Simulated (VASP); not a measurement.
# Zn2Ge3 (Pm-3m) in VASP: notebook, part 2 of 2

VASP 6.6.1.

## Step 4: Single point, PBE

This run uses another cell than the first one, of 23.11 Å³/atom, 1.004 times its volume.

Contents of INCAR:

```
SYSTEM = Zn2Ge3
  ALGO = Normal
  EDIFF = 1E-7
  ENCUT = 520
  GGA = PE
  ISIF = 2
  ISMEAR = 0
  LASPH = .True.
  LCHARG = .False.
  LREAL = .False.
  LWAVE = .False.
  NBANDS = 41
  NELM = 100
  PREC = Accurate
  SIGMA = 0.1
```

Contents of KPOINTS:

```
k-points
0
Gamma
  4 4 4
  0 0 0
```

Contents of POSCAR:

```
Zn2Ge3
1.0
    4.8704505815      0.0000000000      0.0000000000
    0.0000000000      4.8704505815      0.0000000000
    0.0000000000      0.0000000000      4.8704505815
Zn Ge
2 3
Direct
    0.0000000000      0.0000000000      0.0000000000
    0.5000000000      0.5000000000      0.5000000000
    0.5000000000      0.0000000000      0.0000000000
    0.0000000000      0.5000000000      0.0000000000
    0.0000000000      0.0000000000      0.5000000000
```

Potentials or basis: VASP PAW PBE potentials, release 64 (Zn, Ge_d).

On the command line:

```
$ cat potpaw_PBE.64/Zn/POTCAR potpaw_PBE.64/Ge_d/POTCAR > POTCAR
$ mpirun -np 1 vasp_std > vasp.out
```

OUTCAR:

```text
SYSTEM = Zn2Ge3
   EDIFF = 1E-7
   ENCUT = 520
   GGA = PE
   ISIF = 2
   ISMEAR = 0
   LASPH = .True.
   LREAL = .False.
   NELM = 100
   PREC = Accurate

 ion  position               nearest neighbor table
   1  0.000  0.000  0.000-   3 2.44   4 2.44   5 2.44   5 2.44   4 2.44   3 2.44
   2  0.500  0.500  0.500-
   3  0.500  0.000  0.000-   1 2.44   1 2.44
   4  0.000  0.500  0.000-   1 2.44   1 2.44
   5  0.000  0.000  0.500-   1 2.44   1 2.44

  LATTYP: Found a simple cubic cell.
 ALAT       =     4.8704505815

  Lattice vectors:

 A1 = (   4.8704505815,   0.0000000000,   0.0000000000)
 A2 = (   0.0000000000,   4.8704505815,   0.0000000000)
 A3 = (   0.0000000000,   0.0000000000,   4.8704505815)

Analysis of symmetry for initial positions (statically):
=====================================================================
 Subroutine PRICEL returns:
 Original cell was already a primitive cell.

 Routine SETGRP: Setting up the symmetry group for a
 simple cubic supercell.

 Subroutine GETGRP returns: Found 48 space group operations
 (whereof 48 operations were pure point group operations)
 out of a pool of 48 trial point group operations.

The static configuration has the point symmetry O_h .

Analysis of symmetry for dynamics (positions and initial velocities):
=====================================================================
 Subroutine PRICEL returns:
 Original cell was already a primitive cell.

 Routine SETGRP: Setting up the symmetry group for a
 simple cubic supercell.

 Subroutine GETGRP returns: Found 48 space group operations
 (whereof 48 operations were pure point group operations)
 out of a pool of 48 trial point group operations.

The dynamic configuration has the point symmetry O_h .

[... 104 lines left out ...]
   ISMEAR =     0;   SIGMA  =   0.10  broadening in eV -4-tet -1-fermi 0-gaus
   EFERMI_NEDOS =   21; number of points for ismear=-14 and -15
   IALGO  =     38    algorithm
   IMIX   =      4    mixing-type and parameters
     AMIX     =   0.40;   BMIX     =  1.00
     AMIX_MAG =   1.60;   BMIX_MAG =  1.00
  volume/ion in A,a.u.               =      23.11       155.93
  Fermi-wavevector in a.u.,A,eV,Ry     =   1.358377  2.566960 25.105310  1.845188
  Thomas-Fermi vector in A             =   2.485216
   LORBIT       =      0    0 simple, 1 ext, 2 COOP (PROOUT), +10 PAW based schemes
   GGA     = PE    functional components
   LHFCALC =     F    Hartree Fock is set to
   AEXX    =    0.0000 exact exchange contribution
   IVDW    =     0    specifies the selected vdW correction
   LEPSILON=     F    determine dielectric tensor
   LRPA    =     F    only Hartree local field effects (RPA)
 non-spin polarized calculation
 Gauss-broadening in eV      SIGMA  =   0.10
  energy-cutoff  :      520.00
  volume of cell :      115.53
 maximum number of plane-waves:      3136
   NGX = 19   NGY = 19   NGZ = 19

 number of electron      65.9999919 magnetization

 Free energy of the ion-electron system (eV)
  ---------------------------------------------------
  ext. energy  EPLUGINS =         0.00000000
  ---------------------------------------------------
  free energy    TOTEN  =       -12.19549076 eV

  energy without entropy =      -12.17743016  energy(sigma->0) =      -12.18646046

 E-fermi :   3.0950     XC(G=0):  -9.8695

 val. band max:        3.0373710399   @ k =   0.5000   0.2500   0.0000
 cond. band min:       3.2253314142   @ k =   0.5000   0.2500   0.0000
 fundamental gap:      0.1879603743
 Fermi energy:         3.0949820165

 k-point     1 :       0.0000    0.0000    0.0000
  band No.  band energies     occupation
      1     -21.7497      2.00000
      2     -21.7497      2.00000
      3     -21.7444      2.00000
      4     -21.7444      2.00000
      5     -21.7444      2.00000
      6     -21.7332      2.00000
[... 429 lines left out ...]
     40       9.4021      0.00000
     41       9.4021      0.00000

------------------------ aborting loop because EDIFF is reached ----------------------------------------

  FORCE on cell =-STRESS in cart. coord.  units (eV):
  Direction    XX          YY          ZZ          XY          YZ          ZX
  --------------------------------------------------------------------------------------
  -------------------------------------------------------------------------------------
  Total        0.0822685      0.0822685      0.0822685     -0.0000000     -0.0000000      0.0000000
  in kB        1.1408719      1.1408719      1.1408719     -0.0000000     -0.0000000      0.0000000
  external PRESSURE =       1.1408719 kB  Pullay stress =       0.0000000 kB

 VOLUME and BASIS-vectors are now :
 -----------------------------------------------------------------------------
  energy-cutoff  :      520.00
  volume of cell :      115.53
      direct lattice vectors                 reciprocal lattice vectors
     4.870450582  0.000000000  0.000000000     0.205319812  0.000000000  0.000000000
     0.000000000  4.870450582  0.000000000     0.000000000  0.205319812  0.000000000
     0.000000000  0.000000000  4.870450582     0.000000000  0.000000000  0.205319812

 POSITION                                       TOTAL-FORCE (eV/Angst)
 -----------------------------------------------------------------------------------
      0.00000      0.00000      0.00000         0.000000      0.000000      0.000000
      2.43523      2.43523      2.43523         0.000000      0.000000      0.000000
      2.43523      0.00000      0.00000         0.000000      0.000000      0.000000
      0.00000      2.43523      0.00000         0.000000      0.000000      0.000000
      0.00000      0.00000      2.43523         0.000000      0.000000      0.000000
 -----------------------------------------------------------------------------------
    total drift:                                0.000000      0.000000     -0.000000

  FREE ENERGIE OF THE ION-ELECTRON SYSTEM (eV)
  ---------------------------------------------------
  free  energy   TOTEN  =       -12.1954907600 eV

  energy  without entropy=      -12.1774301593  energy(sigma->0) =      -12.18646046
```

It took 26 s on 1 thread of Intel Xeon 6975P-C (Granite Rapids), shared host; peak memory 0.21 GiB.

Results:

```
Free energy            : -12.1955 eV
Pressure               : 0.1 GPa
Band gap on the k mesh : zero (band 33 reaches 4.73 eV, above the bottom of band 34 at 2.75 eV)
```

## Step 5: The runs side by side

```csv
task,cell,k mesh,cutoff (eV),gap on the mesh (eV),pressure (GPa)
single point,"a = 4.864 Å, 5 atoms",8 × 8 × 8,520,none,0.1
relaxation of cell and atoms,"relaxed from a = 4.870 Å, 5 atoms",8 × 8 × 8,600,none,0.0
single point,"a = 4.870 Å, 5 atoms",4 × 4 × 4,520,none,0.1
```

Alike in all rows: level PBE; potentials or basis VASP PAW PBE potentials, release 64 (Zn, Ge_d); no spin polarisation; smearing gaussian 0.1 eV.

Absolute energies hang on the potentials; compare differences alone.
